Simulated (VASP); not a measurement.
# Ta2C (P-3m1) in VASP: further runs, part 2 of 2

VASP 6.6.1. Earlier steps stand in the parts before.

## (3) Single point, PBEsol (uniaxial strain along c: -1.0 %)

INCAR

```
SYSTEM = Ta2C
ALGO     = Normal         ! electronic algorithm
EDIFF    = 1E-7           ! SCF threshold, eV
ENCUT    = 520            ! plane-wave cutoff, eV
GGA      = PS             ! functional
ISIF     = 2              ! what is computed and relaxed
ISMEAR   = 0              ! smearing method
LASPH    = .TRUE.         ! aspherical terms in the spheres
LCHARG   = .TRUE.         ! write CHGCAR
LELF     = .TRUE.         ! ELF
LREAL    = .FALSE.        ! projectors in reciprocal space
LVHAR    = .TRUE.       
LWAVE    = .FALSE.        ! write WAVECAR
NBANDS   = 20             ! bands
NELM     = 80             ! most SCF steps
PREC     = Accurate       ! precision mode
SIGMA    = 0.1            ! smearing width, eV
```

KPOINTS

```
k-points
0
G
  18 18 10
  0 0 0
```

POSCAR

```
Ta2C
1.0
    3.1030389483      0.0000000000      0.0000000000
   -1.5515194741      2.6873105581      0.0000000000
    0.0000000000      0.0000000000      4.8718694922
Ta C
2 1
Direct
    0.3333333333      0.6666666667      0.2528761937
    0.6666666667      0.3333333333      0.7471238063
    0.0000000000      0.0000000000      0.0000000000
```

Potentials or basis: VASP PAW PBE potentials, release 64 (Ta_pv, C).

On the command line:

```console
$ cat potpaw_PBE.64/Ta_pv/POTCAR potpaw_PBE.64/C/POTCAR > POTCAR
$ mpirun -np 1 vasp_std > vasp.out
```

OUTCAR:

```text
SYSTEM = Ta2C
   EDIFF = 1E-7
   ENCUT = 520
   GGA = PS
   ISIF = 2
   ISMEAR = 0
   LASPH = .TRUE.
   LREAL = .FALSE.
   NELM = 80
   PREC = Accurate

 ion  position               nearest neighbor table
   1  0.333  0.667  0.253-   3 2.17   3 2.17   3 2.17   2 3.00   2 3.00   2 3.00   2 3.05   2 3.05
                             2 3.05
   2  0.667  0.333  0.747-   3 2.17   3 2.17   3 2.17   1 3.00   1 3.00   1 3.00   1 3.05   1 3.05
                             1 3.05
   3  0.000  0.000  0.000-   1 2.17   2 2.17   1 2.17   2 2.17   2 2.17   1 2.17

  LATTYP: Found a hexagonal cell.
 ALAT       =     3.1030389483
 C/A-ratio  =     1.5700316926

  Lattice vectors:

 A1 = (   3.1030389483,   0.0000000000,   0.0000000000)
 A2 = (  -1.5515194741,   2.6873105581,   0.0000000000)
 A3 = (   0.0000000000,   0.0000000000,   4.8718694922)

Analysis of symmetry for initial positions (statically):
=====================================================================
 Subroutine PRICEL returns:
 Original cell was already a primitive cell.

 Routine SETGRP: Setting up the symmetry group for a
 hexagonal supercell.

[... 166 lines left out ...]
  energy without entropy =      -36.69474160  energy(sigma->0) =      -36.69641087

 E-fermi :   6.5254     XC(G=0): -12.9683

 val. band max:        6.5091991610   @ k =   0.0000   0.0000   0.1000
 cond. band min:       6.5268049068   @ k =  -0.1111   0.3889   0.4000
 fundamental gap:      0.0176057457
 Fermi energy:         6.5254249676

 k-point     1 :       0.0000    0.0000    0.0000
  band No.  band energies     occupation
      1     -28.2469      2.00000
      2     -27.5297      2.00000
      3     -27.5297      2.00000
      4     -27.4025      2.00000
      5     -27.4025      2.00000
      6     -27.2914      2.00000
[... 541 lines left out ...]
     19      12.2937      0.00000
     20      12.8056      0.00000

 [... further k-points ...]

------------------------ aborting loop because EDIFF is reached ----------------------------------------

  FORCE on cell =-STRESS in cart. coord.  units (eV):
  Direction    XX          YY          ZZ          XY          YZ          ZX
  --------------------------------------------------------------------------------------
  -------------------------------------------------------------------------------------
  Total        0.1327561      0.1327561      1.3526401      0.0000000     -0.0000000      0.0000000
  in kB        5.2355728      5.2355728     53.3448020      0.0000000     -0.0000000      0.0000000
  external PRESSURE =      21.2719825 kB  Pullay stress =       0.0000000 kB

 VOLUME and BASIS-vectors are now :
 -----------------------------------------------------------------------------
  energy-cutoff  :      520.00
  volume of cell :       40.63
      direct lattice vectors                 reciprocal lattice vectors
     3.103038948  0.000000000  0.000000000     0.322264727  0.186059627  0.000000000
    -1.551519474  2.687310558  0.000000000     0.000000000  0.372119254  0.000000000
     0.000000000  0.000000000  4.871869492     0.000000000  0.000000000  0.205260014

 POSITION                                       TOTAL-FORCE (eV/Angst)
 -----------------------------------------------------------------------------------
     -0.00000      1.79154      1.23198         0.000000      0.000000      0.124322
      1.55152      0.89577      3.63989        -0.000000     -0.000000     -0.124322
      0.00000      0.00000      0.00000         0.000000      0.000000     -0.000000
 -----------------------------------------------------------------------------------
    total drift:                                0.000000     -0.000000      0.000000

  FREE ENERGIE OF THE ION-ELECTRON SYSTEM (eV)
  ---------------------------------------------------
  free  energy   TOTEN  =       -36.6980801462 eV

  energy  without entropy=      -36.6947416032  energy(sigma->0) =      -36.69641087
```

Wall time 2.6 min (1 thread of Intel Xeon Platinum 8259CL at 2.50GHz (Skylake/Cascade Lake), shared host); peak memory 0.35 GiB.

What came out:

| Quantity | Value |
| --- | --- |
| Free energy | -36.6981 eV |
| Pressure | 2.1 GPa |
| Largest force | 0.124 eV/Å |
| Band gap on the k mesh | zero (bands 13 and 14 overlap by 0.86 eV) |

Forces in eV/Å, atoms in the order of the input:
```
Ta   0.000  0.000  0.124
Ta   0.000  0.000 -0.124
C    0.000  0.000  0.000
```

Levels at points of the mesh, in eV from the Fermi level:
```tsv
k point	band 11	band 12	band 13	band 14	band 15	band 16
(0.00, 0.00, 0.00)	-2.89	0.11	0.53	0.53	1.06	1.06
(0.50, 0.00, 0.00)	-3.77	-1.82	-0.22	3.42	3.55	4.76
(0.00, 0.00, 0.50)	-1.74	-1.47	-0.34	-0.34	3.03	3.03
(0.50, 0.00, 0.50)	-2.51	-1.15	-0.97	1.53	1.65	4.30
```

Caveat: the cell differs from its parent crystal (uniaxial strain along c: -1.0 %); the PAW data sets were made with another functional, which shifts forces and pressure a little; spin-orbit coupling is left out, which moves the levels of the heavy elements.

## (4) Single point, PBEsol

This run uses another cell than the first one, of 13.61 Å³/atom.

INCAR

```
  ALGO = Normal
  EDIFF = 1E-7
  ENCUT = 520
  GGA = PS
  ISIF = 2
  ISMEAR = 0
  LASPH = T
  LCHARG = T
  LELF = T
  LREAL = F
  LVHAR = T
  LWAVE = F
  NBANDS = 20
  NELM = 60
  PREC = Accurate
  SIGMA = 0.1
```

KPOINTS

```
k-points
0
Gamma
  18 18 10
```

POSCAR

```
Ta2C
1.0
    3.0953006965      0.0000000000      0.0000000000
   -1.5476503483      2.6806090356      0.0000000000
    0.0000000000      0.0000000000      4.9210802952
Ta C
2 1
Direct
    0.3333333333      0.6666666667      0.2528761937
    0.6666666667      0.3333333333      0.7471238063
    0.0000000000      0.0000000000      0.0000000000
```

On the command line:

```console
$ cat potpaw_PBE.64/Ta_pv/POTCAR potpaw_PBE.64/C/POTCAR > POTCAR
$ mpirun -np 1 vasp_std > vasp.out
```

Run time: 2.9 min. Hardware: 1 thread of Intel Xeon Platinum 8259CL at 2.50GHz (Skylake/Cascade Lake), shared host; peak memory 0.35 GiB.

Results (log left out):

```
Free energy            : -36.7050 eV
Pressure               : 0.5 GPa
Largest force          : 0.052 eV/Å
Band gap on the k mesh : zero (bands 13 and 14 overlap by 0.80 eV)
```

Forces in eV/Å, atoms in the order of the input:
```
Ta   0.000  0.000  0.052
Ta   0.000  0.000 -0.052
C    0.000  0.000  0.000
```

Levels at points of the mesh, in eV from the Fermi level:
```
           k point  band 9  band 10  band 11  band 12  band 13  band 14  band 15  band 16  band 17  band 18
(0.00, 0.00, 0.00)   -3.61    -3.61    -2.99    -0.01     0.51     0.51     1.13     1.13     2.39     2.39
(0.50, 0.00, 0.00)   -4.36    -4.03    -3.77    -1.80    -0.24     3.35     3.49     4.71     5.13     5.25
(0.00, 0.00, 0.50)   -3.86    -3.86    -1.83    -1.55    -0.30    -0.30     2.98     2.98     3.51     3.51
(0.50, 0.00, 0.50)   -4.64    -3.58    -2.55    -1.15    -0.98     1.55     1.55     4.35     4.88     5.01
```

Caveat: the PAW data sets were made with another functional, which shifts forces and pressure a little; spin-orbit coupling is left out, which moves the levels of the heavy elements.

## (5) Single point, PBEsol (uniaxial strain along c: +1.0 %, then relaxed in part)

INCAR

```
SYSTEM = Ta2C
  PREC = Accurate
  ENCUT = 520
  EDIFF = 1E-6
  ISMEAR = 0
  SIGMA = 0.1
  LREAL = .False.
  LASPH = .True.
  NELM = 80
  ALGO = Normal
  ISIF = 2
  LWAVE = .False.
  LCHARG = .False.
  GGA = PS
  NBANDS = 20
```

KPOINTS

```
regular mesh
0
Gamma
  18 18 10
  0 0 0
```

POSCAR

```
Ta2C
1.0
    3.0882763547      0.0000000000      0.0000000000
   -1.5441381773      2.6745257771      0.0000000000
    0.0000000000      0.0000000000      4.9702910981
Ta C
2 1
Direct
    0.3333333327      0.6666666673      0.2523667386
    0.6666666673      0.3333333327      0.7476332614
    0.0000000000      0.0000000000      0.0000000000
```

Potentials or basis: VASP PAW PBE potentials, release 64 (Ta_pv, C).

On the command line:

```console
$ cat potpaw_PBE.64/Ta_pv/POTCAR potpaw_PBE.64/C/POTCAR > POTCAR
$ mpirun -np 1 vasp_std > vasp.out
```

OUTCAR:

```text
SYSTEM = Ta2C
   PREC = Accurate
   ENCUT = 520
   EDIFF = 1E-6
   ISMEAR = 0
   LREAL = .False.
   LASPH = .True.
   NELM = 80
   ISIF = 2
   GGA = PS

 ion  position               nearest neighbor table
   1  0.333  0.667  0.252-   3 2.18   3 2.18   3 2.18   2 3.04   2 3.04   2 3.04   2 3.08   2 3.08
                             2 3.08
   2  0.667  0.333  0.748-   3 2.18   3 2.18   3 2.18   1 3.04   1 3.04   1 3.04   1 3.08   1 3.08
                             1 3.08
   3  0.000  0.000  0.000-   1 2.18   2 2.18   1 2.18   2 2.18   2 2.18   1 2.18

  LATTYP: Found a hexagonal cell.
 ALAT       =     3.0882763547
 C/A-ratio  =     1.6094061953

  Lattice vectors:

 A1 = (   3.0882763547,   0.0000000000,   0.0000000000)
 A2 = (  -1.5441381773,   2.6745257771,   0.0000000000)
 A3 = (   0.0000000000,   0.0000000000,   4.9702910981)

Analysis of symmetry for initial positions (statically):
=====================================================================
 Subroutine PRICEL returns:
 Original cell was already a primitive cell.

 Routine SETGRP: Setting up the symmetry group for a
 hexagonal supercell.

 Subroutine GETGRP returns: Found 12 space group operations
 (whereof 12 operations were pure point group operations)
[... 168 lines left out ...]

 val. band max:        6.4579186615   @ k =  -0.1111   0.4444   0.4000
 cond. band min:       6.4665183261   @ k =   0.0556   0.0000   0.2000
 fundamental gap:      0.0085996646
 Fermi energy:         6.4581875255

 k-point     1 :       0.0000    0.0000    0.0000
  band No.  band energies     occupation
      1     -28.3339      2.00000
      2     -27.6306      2.00000
      3     -27.6306      2.00000
      4     -27.5233      2.00000
      5     -27.5233      2.00000
      6     -27.4574      2.00000
[... 541 lines left out ...]
     19      12.2423      0.00000
     20      12.5929      0.00000

 [... further k-points ...]

------------------------ aborting loop because EDIFF is reached ----------------------------------------

  FORCE on cell =-STRESS in cart. coord.  units (eV):
  Direction    XX          YY          ZZ          XY          YZ          ZX
  --------------------------------------------------------------------------------------
  -------------------------------------------------------------------------------------
  Total        0.1282926      0.1282926     -1.0018432      0.0000000      0.0000000      0.0000000
  in kB        5.0068833      5.0068833    -39.0989938      0.0000000      0.0000000      0.0000000
  external PRESSURE =      -9.6950757 kB  Pullay stress =       0.0000000 kB

 VOLUME and BASIS-vectors are now :
 -----------------------------------------------------------------------------
  energy-cutoff  :      520.00
  volume of cell :       41.05
      direct lattice vectors                 reciprocal lattice vectors
     3.088276355  0.000000000  0.000000000     0.323805219  0.186949030  0.000000000
    -1.544138177  2.674525777  0.000000000     0.000000000  0.373898060  0.000000000
     0.000000000  0.000000000  4.970291098     0.000000000  0.000000000  0.201195459

 POSITION                                       TOTAL-FORCE (eV/Angst)
 -----------------------------------------------------------------------------------
     -0.00000      1.78302      1.25434        -0.000000     -0.000000      0.044587
      1.54414      0.89151      3.71595         0.000000      0.000000     -0.044587
      0.00000      0.00000      0.00000         0.000000      0.000000      0.000000
 -----------------------------------------------------------------------------------
    total drift:                               -0.000000     -0.000000      0.000000

  FREE ENERGIE OF THE ION-ELECTRON SYSTEM (eV)
  ---------------------------------------------------
  free  energy   TOTEN  =       -36.6999152934 eV

  energy  without entropy=      -36.6963932863  energy(sigma->0) =      -36.69815429
```

OSZICAR:

```text
N       E                     dE             d eps       ncg     rms          rms(c)
DAV:   1     0.198580761812E+03    0.19858E+03   -0.14904E+04 13200   0.136E+03
DAV:   2    -0.324282783777E+02   -0.23101E+03   -0.22571E+03 15020   0.382E+02
DAV:   3    -0.405572478352E+02   -0.81290E+01   -0.80382E+01 16832   0.641E+01
DAV:   4    -0.406490172484E+02   -0.91769E-01   -0.91502E-01 16204   0.671E+00
DAV:   5    -0.406498382977E+02   -0.82105E-03   -0.82086E-03 16424   0.590E-01    0.284E+01
DAV:   6    -0.369526002545E+02    0.36972E+01   -0.17335E+01 16636   0.238E+01    0.121E+01
DAV:   7    -0.367484344386E+02    0.20417E+00   -0.14202E+00 14840   0.733E+00    0.574E+00
DAV:   8    -0.367046270523E+02    0.43807E-01   -0.18034E-01 15848   0.283E+00    0.522E-01
DAV:   9    -0.367003232277E+02    0.43038E-02   -0.21874E-02 16244   0.895E-01    0.190E-01
DAV:  10    -0.366999731184E+02    0.35011E-03   -0.32978E-03 17060   0.450E-01    0.554E-02
DAV:  11    -0.366999154650E+02    0.57653E-04   -0.37364E-04 15568   0.121E-01    0.273E-02
DAV:  12    -0.366999155644E+02   -0.99397E-07   -0.24198E-05 15368   0.367E-02    0.698E-03
DAV:  13    -0.366999152934E+02    0.27109E-06   -0.40996E-06 15028   0.129E-02
   1 F= -.36699915E+02 E0= -.36698154E+02  d E =-.352201E-02
```

stdout:

```text
POSCAR found type information on POSCAR TaC
 POSCAR found :  2 types and       3 ions
 scaLAPACK will be used
 -----------------------------------------------------------------------------
|                                                                             |
|                                                                             |
|     You enforced a specific xc type in the INCAR file but a different       |
|     I HOPE YOU KNOW WHAT YOU ARE DOING!                                     |
|                                                                             |
 -----------------------------------------------------------------------------

 LDA part: xc-table for (Slater+PW92), standard interpolation
 POSCAR, INCAR and KPOINTS ok, starting setup
 FFT: planning ... GRIDC
 FFT: planning ... GRID_SOFT
 FFT: planning ... GRID
 WAVECAR not read
 entering main loop
```

Wall time 2.3 min (1 thread of Intel Xeon Platinum 8259CL at 2.50GHz (Skylake/Cascade Lake), shared host); peak memory 0.35 GiB.

Results:

```yaml
Free_energy: -36.6999 eV
Pressure: -1.0 GPa
Largest_force: 0.045 eV/Å
Band_gap_on_the_k_mesh: zero (bands 13 and 14 overlap by 0.74 eV)
```

Forces in eV/Å, atoms in the order of the input:
```
Ta   0.000  0.000  0.045
Ta   0.000  0.000 -0.045
C    0.000  0.000  0.000
```

Stress tensor (GPa, compression positive):
```
 0.50  0.00  0.00
 0.00  0.50  0.00
 0.00  0.00 -3.91
```

Levels at points of the mesh, in eV from the Fermi level:
| k point | band 9 | band 10 | band 11 | band 12 | band 13 | band 14 | band 15 | band 16 | band 17 | band 18 |
| --- | --- | --- | --- | --- | --- | --- | --- | --- | --- | --- |
| (0.00, 0.00, 0.00) | -3.56 | -3.56 | -3.07 | -0.13 | 0.49 | 0.49 | 1.20 | 1.20 | 2.38 | 2.38 |
| (0.50, 0.00, 0.00) | -4.41 | -3.98 | -3.76 | -1.77 | -0.26 | 3.19 | 3.56 | 4.64 | 5.15 | 5.22 |
| (0.00, 0.00, 0.50) | -3.80 | -3.80 | -1.90 | -1.63 | -0.25 | -0.25 | 2.94 | 2.94 | 3.45 | 3.45 |
| (0.50, 0.00, 0.50) | -4.68 | -3.56 | -2.60 | -1.15 | -0.98 | 1.48 | 1.60 | 4.40 | 4.91 | 5.05 |

Caveat: the cell differs from its parent crystal (uniaxial strain along c: +1.0 %, then relaxed in part); the PAW data sets were made with another functional, which shifts forces and pressure a little; spin-orbit coupling is left out, which moves the levels of the heavy elements.

## (6) Single point, PBEsol (uniaxial strain along c: +1.0 %)

INCAR

```
SYSTEM = Ta2C
ALGO     = Normal         ! electronic algorithm
EDIFF    = 1E-6           ! SCF threshold, eV
ENCUT    = 520            ! plane-wave cutoff, eV
GGA      = PS             ! functional
ISIF     = 2              ! what is computed and relaxed
ISMEAR   = 0              ! smearing method
LASPH    = .True.         ! aspherical terms in the spheres
LCHARG   = .False.        ! write CHGCAR
LREAL    = .False.        ! projectors in reciprocal space
LWAVE    = .False.        ! write WAVECAR
NBANDS   = 20             ! bands
NELM     = 80             ! most SCF steps
PREC     = Accurate       ! precision mode
SIGMA    = 0.1            ! smearing width, eV
```

KPOINTS

```
k-points
0
Gamma
  18 18 10
  0 0 0
```

POSCAR

```
Ta2C
1.0
    3.0875624448      0.0000000000      0.0000000000
   -1.5437812224      2.6739075130      0.0000000000
    0.0000000000      0.0000000000      4.9702910981
Ta C
2 1
Direct
    0.3333333333      0.6666666667      0.2528761937
    0.6666666667      0.3333333333      0.7471238063
    0.0000000000      0.0000000000      0.0000000000
```

Potentials or basis: VASP PAW PBE potentials, release 64 (Ta_pv, C).

On the command line:

```console
$ cat potpaw_PBE.64/Ta_pv/POTCAR potpaw_PBE.64/C/POTCAR > POTCAR
$ mpirun -np 1 vasp_std > vasp.out
```

It took 2.5 min on 1 thread of Intel Xeon Platinum 8259CL at 2.50GHz (Skylake/Cascade Lake), shared host; peak memory 0.35 GiB.

It converged, with:

```yaml
Free_energy: -36.6999 eV
Pressure: -1.0 GPa
Largest_force: 0.027 eV/Å
Band_gap_on_the_k_mesh: zero (bands 13 and 14 overlap by 0.74 eV)
```

Forces on the atoms (eV/Å):
```
Ta   0.000  0.000 -0.027
Ta   0.000  0.000  0.027
C    0.000  0.000  0.000
```

Stress tensor (GPa, compression positive):
```
 0.51  0.00  0.00
 0.00  0.51  0.00
 0.00  0.00 -4.07
```

Levels at points of the mesh, in eV from the Fermi level:
```
           k point  band 11  band 12  band 13  band 14  band 15  band 16
(0.00, 0.00, 0.00)    -3.08    -0.13     0.49     0.49     1.20     1.20
(0.50, 0.00, 0.00)    -3.77    -1.78    -0.25     3.16     3.56     4.64
(0.00, 0.00, 0.50)    -1.93    -1.61    -0.25    -0.25     2.95     2.95
(0.50, 0.00, 0.50)    -2.60    -1.15    -0.98     1.45     1.58     4.41
```

Caveat: the cell differs from its parent crystal (uniaxial strain along c: +1.0 %); the PAW data sets were made with another functional, which shifts forces and pressure a little; spin-orbit coupling is left out, which moves the levels of the heavy elements.

## (7) The runs side by side

```tsv
potentials or basis	cell	cutoff (eV)	gap on the mesh (eV)	pressure (GPa)	largest force (eV/Å)
VASP PAW PBE potentials, release 64 (Ta_sv_GW, C)	a = 3.002, b = 3.002, c = 4.773 Å, angles 90.0, 90.0, 120.0°, 3 atoms, atomic positions A	700	none	30.2	0.06
VASP PAW PBE potentials, release 64 (Ta_pv, C)	a = 3.103, b = 3.103, c = 4.872 Å, angles 90.0, 90.0, 120.0°, 3 atoms, atomic positions B	520	none	2.1	0.12
VASP PAW PBE potentials, release 64 (Ta_pv, C)	a = 3.095, b = 3.095, c = 4.921 Å, angles 90.0, 90.0, 120.0°, 3 atoms, atomic positions B	520	none	0.5	0.05
VASP PAW PBE potentials, release 64 (Ta_pv, C)	a = 3.088, b = 3.088, c = 4.970 Å, angles 90.0, 90.0, 120.0°, 3 atoms, atomic positions C	520	none	-1.0	0.04
VASP PAW PBE potentials, release 64 (Ta_pv, C)	a = 3.088, b = 3.088, c = 4.970 Å, angles 90.0, 90.0, 120.0°, 3 atoms, atomic positions B	520	none	-1.0	0.03
```

Alike in all rows: task single point; level PBEsol; no spin polarisation; k mesh 18 × 18 × 10; smearing gaussian 0.1 eV.

Caveats: the PAW data sets were made with another functional, which shifts forces and pressure a little; spin-orbit coupling is left out, which moves the levels of the heavy elements; the cell stands under pressure (at least some runs).

Total energies depend on the potentials used, so only differences within one code and one set of settings carry meaning.
